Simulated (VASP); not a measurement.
# Mg6O5 (a cell with a defect) in VASP: a series of runs, part 3 of 3

VASP 6.6.1. Earlier steps stand in the parts before.

### Step 6. Single point, PBEsol

Contents of INCAR:

```
PREC = Accurate
ENCUT = 520
EDIFF = 1E-7
ISMEAR = 0
SIGMA = 0.05
LREAL = F
LASPH = T
NELM = 80
ALGO = Normal
ISIF = 2
LWAVE = F
LCHARG = F
GGA = PS
NBANDS = 32
```

Contents of KPOINTS:

```
Automatic mesh
0
Gamma
  4 4 4
```

Contents of POSCAR:

```
Mg6O5
1.0
    5.5908553621      0.0000000000      0.0000000000
    0.0000000000      5.5908553621      0.0000000000
    0.0000000000      0.0000000000      5.5908553621
Mg O
6 5
Direct
    0.2500000000      0.0000000000      0.5000000000
    0.0000000000      0.5000000000      0.2500000000
    0.5000000000      0.7500000000      0.0000000000
    0.7500000000      0.0000000000      0.5000000000
    0.0000000000      0.5000000000      0.7500000000
    0.5000000000      0.2500000000      0.0000000000
    0.5000000000      0.0000000000      0.2500000000
    0.0000000000      0.7500000000      0.5000000000
    0.9375000000      0.4686988862      0.0000000000
    0.5000000000      0.0000000000      0.7500000000
    0.0000000000      0.2500000000      0.5000000000
```

Potentials or basis: VASP PAW PBE potentials, release 64 (Mg, O).

The run is started by

```sh
cat potpaw_PBE.64/Mg/POTCAR potpaw_PBE.64/O/POTCAR > POTCAR
mpirun -np 1 vasp_std > vasp.out
```

OUTCAR:

```text
PREC = Accurate
   ENCUT = 520
   EDIFF = 1E-7
   ISMEAR = 0
   LREAL = F
   LASPH = T
   NELM = 80
   ISIF = 2
   GGA = PS

 ion  position               nearest neighbor table
   1  0.250  0.000  0.500-   7 1.98   8 1.98  10 1.98  11 1.98   4 2.80   4 2.80   2 3.42   5 3.42
                             6 3.42   3 3.42   6 3.42   2 3.42   5 3.42   3 3.42
   2  0.000  0.500  0.250-   9 1.45   8 1.98  11 1.98   5 2.80   5 2.80   3 3.42   4 3.42   1 3.42
                             6 3.42   1 3.42   4 3.42   3 3.42   6 3.42
   3  0.500  0.750  0.000-   7 1.98  10 1.98   6 2.80   6 2.80   1 3.42   2 3.42   4 3.42   1 3.42
                             4 3.42   5 3.42   2 3.42   5 3.42
   4  0.750  0.000  0.500-   7 1.98   8 1.98  10 1.98  11 1.98   1 2.80   1 2.80   3 3.42   5 3.42
                             6 3.42   3 3.42   6 3.42   2 3.42   5 3.42   2 3.42
   5  0.000  0.500  0.750-   9 1.45   8 1.98  11 1.98   2 2.80   2 2.80   1 3.42   3 3.42   4 3.42
                             6 3.42   1 3.42   4 3.42   3 3.42   6 3.42
   6  0.500  0.250  0.000-   7 1.98  10 1.98   9 2.73   3 2.80   3 2.80   2 3.42   1 3.42   4 3.42
                             1 3.42   4 3.42   5 3.42   2 3.42   5 3.42
   7  0.500  0.000  0.250-   1 1.98   3 1.98   4 1.98   6 1.98
   8  0.000  0.750  0.500-   1 1.98   2 1.98   4 1.98   5 1.98
   9  0.938  0.469  0.000-   2 1.45   5 1.45   6 2.73
  10  0.500  0.000  0.750-   1 1.98   3 1.98   4 1.98   6 1.98
  11  0.000  0.250  0.500-   1 1.98   2 1.98   4 1.98   5 1.98

  LATTYP: Found a simple cubic cell.
 ALAT       =     5.5908553621

  Lattice vectors:

 A1 = (   5.5908553621,   0.0000000000,   0.0000000000)
 A2 = (   0.0000000000,   5.5908553621,   0.0000000000)
 A3 = (   0.0000000000,   0.0000000000,   5.5908553621)

Analysis of symmetry for initial positions (statically):
=====================================================================
 Subroutine PRICEL returns:
 Original cell was already a primitive cell.

 Routine SETGRP: Setting up the symmetry group for a
 simple cubic supercell.
[... 167 lines left out ...]
   LRPA    =     F    only Hartree local field effects (RPA)
 non-spin polarized calculation
 Gauss-broadening in eV      SIGMA  =   0.05
  energy-cutoff  :      520.00
  volume of cell :      174.76
 maximum number of plane-waves:      4729
 NGX is ok and might be reduce to    42
   NGX = 21   NGY = 21   NGZ = 21

 number of electron      41.9999972 magnetization

 Free energy of the ion-electron system (eV)
  ---------------------------------------------------
  ext. energy  EPLUGINS =         0.00000000
  ---------------------------------------------------
  free energy    TOTEN  =       -54.07010172 eV

  energy without entropy =      -54.07009993  energy(sigma->0) =      -54.07010083

 E-fermi :   2.5446     XC(G=0):  -8.5576

 val. band max:        2.4200884270   @ k =   0.5000   0.5000   0.5000
 cond. band min:       2.6690904160   @ k =   0.0000   0.0000   0.5000
 fundamental gap:      0.2490019891
 Fermi energy:         2.5445894410

 k-point     1 :       0.0000    0.0000    0.0000
  band No.  band energies     occupation
      1     -16.4221      2.00000
      2     -16.1193      2.00000
      3     -15.7263      2.00000
      4     -15.7128      2.00000
      5     -15.4067      2.00000
      6      -3.7763      2.00000
[... 829 lines left out ...]
     31       9.2659      0.00000
     32      10.1151      0.00000

 [... further k-points ...]

------------------------ aborting loop because EDIFF is reached ----------------------------------------

  FORCE on cell =-STRESS in cart. coord.  units (eV):
  Direction    XX          YY          ZZ          XY          YZ          ZX
  --------------------------------------------------------------------------------------
  -------------------------------------------------------------------------------------
  Total        2.4305782      2.4706505     52.6261667      1.5232042      0.0000000      0.0000000
  in kB       22.2836025     22.6509867    482.4780366     13.9647745      0.0000000      0.0000000
  external PRESSURE =     175.8042086 kB  Pullay stress =       0.0000000 kB

 VOLUME and BASIS-vectors are now :
 -----------------------------------------------------------------------------
  energy-cutoff  :      520.00
  volume of cell :      174.76
      direct lattice vectors                 reciprocal lattice vectors
     5.590855362  0.000000000  0.000000000     0.178863508  0.000000000  0.000000000
     0.000000000  5.590855362  0.000000000     0.000000000  0.178863508  0.000000000
     0.000000000  0.000000000  5.590855362     0.000000000  0.000000000  0.178863508

 POSITION                                       TOTAL-FORCE (eV/Angst)
 -----------------------------------------------------------------------------------
      1.39771      0.00000      2.79543        -0.141677      0.066229     -0.000000
      0.00000      2.79543      1.39771         4.934224      2.010495     18.613424
      2.79543      4.19314      0.00000         0.022749      0.491732     -0.000000
      4.19314      0.00000      2.79543         0.166961      0.115688     -0.000000
      0.00000      2.79543      4.19314         4.934224      2.010495    -18.613424
      2.79543      1.39771      0.00000         0.365922     -0.340429     -0.000000
      2.79543      0.00000      1.39771         0.121410     -0.008713     -0.216968
      0.00000      4.19314      2.79543        -0.085248      0.130084     -0.000000
      5.24143      2.62043      0.00000       -10.468365     -4.335044     -0.000000
      2.79543      0.00000      4.19314         0.121410     -0.008713      0.216968
      0.00000      1.39771      2.79543         0.028391     -0.131824     -0.000000
 -----------------------------------------------------------------------------------
    total drift:                               -0.000155      0.000133     -0.000000

  FREE ENERGIE OF THE ION-ELECTRON SYSTEM (eV)
  ---------------------------------------------------
  free  energy   TOTEN  =       -54.0701017204 eV

  energy  without entropy=      -54.0700999317  energy(sigma->0) =      -54.07010083
```

stdout:

```text
POSCAR found type information on POSCAR MgO
 POSCAR found :  2 types and      11 ions
 scaLAPACK will be used
 -----------------------------------------------------------------------------
|                                                                             |
|                                                                             |
|     You enforced a specific xc type in the INCAR file but a different       |
|     I HOPE YOU KNOW WHAT YOU ARE DOING!                                     |
|                                                                             |
 -----------------------------------------------------------------------------

 LDA part: xc-table for (Slater+PW92), standard interpolation
 POSCAR, INCAR and KPOINTS ok, starting setup
 FFT: planning ... GRIDC
 FFT: planning ... GRID_SOFT
 FFT: planning ... GRID
 WAVECAR not read
 entering main loop
```

Run time: 2.2 min. Hardware: 1 thread of Intel Xeon Platinum 8488C (Sapphire Rapids), shared host; peak memory 0.32 GiB.

What came out:

* Free energy: -54.0701 eV
* Pressure: 17.6 GPa
* Largest force: 19.361 eV/Å
* Band gap on the k mesh: 0.25 eV

Forces on the atoms (eV/Å):
```
Mg   -0.142   0.066   0.000
Mg    4.934   2.010  18.613
Mg    0.023   0.492   0.000
Mg    0.167   0.116   0.000
Mg    4.934   2.010 -18.613
Mg    0.366  -0.340   0.000
O     0.121  -0.009  -0.217
O    -0.085   0.130   0.000
O   -10.468  -4.335   0.000
O     0.121  -0.009   0.217
O     0.028  -0.132   0.000
```

Levels at points of the mesh, in eV from the valence-band top:
| k point | band 19 | band 20 | band 21 | band 22 | band 23 | band 24 |
| --- | --- | --- | --- | --- | --- | --- |
| (0.00, 0.00, 0.00) | -2.99 | -2.69 | -2.40 | 1.91 | 2.52 | 3.12 |
| (0.50, 0.00, 0.00) | -3.00 | -2.69 | -0.77 | 0.80 | 2.04 | 3.78 |
| (0.00, 0.50, 0.00) | -3.09 | -3.00 | -1.17 | 1.09 | 3.14 | 3.18 |
| (0.00, 0.00, 0.50) | -3.29 | -2.69 | -1.52 | 0.25 | 2.64 | 3.47 |
| (0.50, 0.50, 0.00) | -3.10 | -3.00 | -0.21 | 1.11 | 1.96 | 2.83 |
| (0.00, 0.50, 0.50) | -3.53 | -3.31 | -0.89 | 1.28 | 2.12 | 2.81 |
| (0.50, 0.00, 0.50) | -3.30 | -2.69 | -0.56 | 1.04 | 1.71 | 3.00 |
| (0.50, 0.50, 0.50) | -3.54 | -3.48 | 0.00 | 1.71 | 1.99 | 2.19 |

Caveat: the cell differs from its parent crystal (atoms taken out, atom 9 moved 0.375 of the way to it and -0.175 Å across, host rigid); the PAW data sets were made with another functional, which shifts forces and pressure a little.

### Step 7. Single point, PBEsol

Contents of INCAR:

```
PREC = Accurate ; ENCUT = 520
EDIFF = 1E-7 ; ISMEAR = 0
SIGMA = 0.05 ; LREAL = F
LASPH = T ; NELM = 80
ALGO = Normal ; ISIF = 2
LWAVE = F ; LCHARG = T
GGA = PS ; LELF = T
LVHAR = T ; NBANDS = 32
```

KPOINTS is that of step 6.

POSCAR, as its differences from that of step 6:

```diff
@@ -16,3 +16,3 @@
     0.0000000000      0.7500000000      0.5000000000
-    0.9375000000      0.4686988862      0.0000000000
+    0.8750000000      0.3747955447      0.0000000000
     0.5000000000      0.0000000000      0.7500000000
```

The run is started by

```sh
cat potpaw_PBE.64/Mg/POTCAR potpaw_PBE.64/O/POTCAR > POTCAR
mpirun -np 1 vasp_std > vasp.out
```

Wall time 2 min (1 thread of Intel Xeon Platinum 8488C (Sapphire Rapids), shared host); peak memory 0.32 GiB.

It converged, with:

```
Free energy            : -59.2725 eV
Pressure               : 3.8 GPa
Largest force          : 4.835 eV/Å
Band gap on the k mesh : 0.80 eV
```

Forces in eV/Å, atoms in the order of the input:
```
Mg  -0.125  0.183  0.000
Mg   1.805  0.635  3.650
Mg  -0.418  0.814  0.000
Mg   0.166  0.442  0.000
Mg   1.805  0.635 -3.650
Mg   1.224 -0.482  0.000
O   -0.007 -0.230 -0.097
O   -0.241 -0.111  0.000
O   -4.512 -1.736  0.000
O   -0.007 -0.230  0.097
O    0.311  0.080  0.000
```

Stress tensor (GPa, compression positive):
```
-0.47  1.94  0.00
 1.94  2.03  0.00
 0.00  0.00  9.95
```

Levels at points of the mesh, in eV from the valence-band top:
```csv
k point,band 18,band 19,band 20,band 21,band 22,band 23,band 24,band 25
"(0.00, 0.00, 0.00)",-2.39,-2.33,-2.19,-1.92,2.08,2.93,2.97,3.98
"(0.50, 0.00, 0.00)",-2.38,-2.35,-2.19,-0.50,0.84,2.61,3.84,4.49
"(0.00, 0.50, 0.00)",-2.87,-2.38,-2.32,-0.78,1.40,3.05,3.52,3.95
"(0.00, 0.00, 0.50)",-2.84,-2.70,-2.18,-1.03,0.80,2.70,3.28,4.67
"(0.50, 0.50, 0.00)",-2.96,-2.36,-2.32,-0.25,1.31,2.52,3.33,3.82
"(0.00, 0.50, 0.50)",-3.12,-2.72,-2.69,-0.50,1.73,2.33,3.23,3.47
"(0.50, 0.00, 0.50)",-2.78,-2.63,-2.18,-0.35,1.55,1.66,3.39,4.32
"(0.50, 0.50, 0.50)",-3.12,-2.93,-2.76,0.00,1.99,2.19,2.85,3.53
```

Caveat: the cell differs from its parent crystal (atoms taken out, atom 9 moved 0.250 of the way to it and -0.700 Å across, host rigid); the PAW data sets were made with another functional, which shifts forces and pressure a little.

### Step 8. Summary

| cell | gap on the mesh (eV) | pressure (GPa) | largest force (eV/Å) |
| --- | --- | --- | --- |
| as given, atomic positions A | 1.07 | 1.1 | 1.82 |
| as given, atomic positions B | 0.92 | 10.8 | 32.04 |
| as given, atomic positions C | 1.19 | 3.8 | 12.42 |
| as given, atomic positions D | 0.59 | 7.6 | 9.06 |
| as given, atomic positions E | 0.25 | 17.6 | 19.36 |
| as given, atomic positions F | 0.80 | 3.8 | 4.83 |

Alike in all rows: task single point; level PBEsol; potentials or basis VASP PAW PBE potentials, release 64 (Mg, O); no spin polarisation; k mesh 4 × 4 × 4; cutoff (eV) 520; smearing gaussian 0.05 eV.

Caveats: the PAW data sets were made with another functional, which shifts forces and pressure a little; atoms lie so close that the PAW spheres overlap strongly, which falsifies energies and pressures (at least some runs).

Absolute energies hang on the potentials; compare differences alone.
